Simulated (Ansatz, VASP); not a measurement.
# Two plane-wave programs on RbOs

```
CELL_PARAMETERS angstrom
6.06155 0.00000 0.00000
-3.03077 5.24946 0.00000
0.00000 0.00000 4.89057
ATOMIC_POSITIONS crystal
Rb 0.50000 0.00000 0.00000
Rb 0.50000 0.50000 0.00000
Rb 0.00000 0.50000 0.00000
Os 0.00000 0.00000 0.00000
Os 0.33333 0.66667 0.50000
Os 0.66667 0.33333 0.50000
```

Alike in both runs: task relaxation of cell and atoms; functional PBE; k mesh 3 × 3 × 4; occupations gaussian, width 0.1 eV; no spin polarisation.

```csv
,VASP,Ansatz
version,VASP 6.6.1,Ansatz 0.2.0
potentials or method,"VASP PAW PBE potentials, release 64 (Rb_sv, Os), cutoff 600 eV","scalar-relativistic, plane waves, PAW"
valence electrons in the cell,51,75
```

VASP gave:

- gap on the k mesh at the Fermi level, each at its own relaxed structure (eV): none
- relaxed volume (Å³/atom): 33.42
- relaxed length of the cell vector where the two differ most in proportion (Å): 6.279

**Question.** Estimate Ansatz's values.

**Answer.** gap on the k mesh at the Fermi level, each at its own relaxed structure (eV): none; relaxed volume (Å³/atom): 32.74; relaxed length of the cell vector where the two differ most in proportion (Å): 6.231.

A gap of «none» marks a metal or a gap that the smearing closes. VASP's potentials hold 51 valence electrons a cell and Ansatz's 75, so a difference there can come from the potentials and not from the codes.

The k mesh is coarse, so the values compare programs but aren't converged. Spin-orbit coupling is off throughout. Noted on VASP's run: the volume moved by over 15 % at a fixed basis, so the end points are rough.
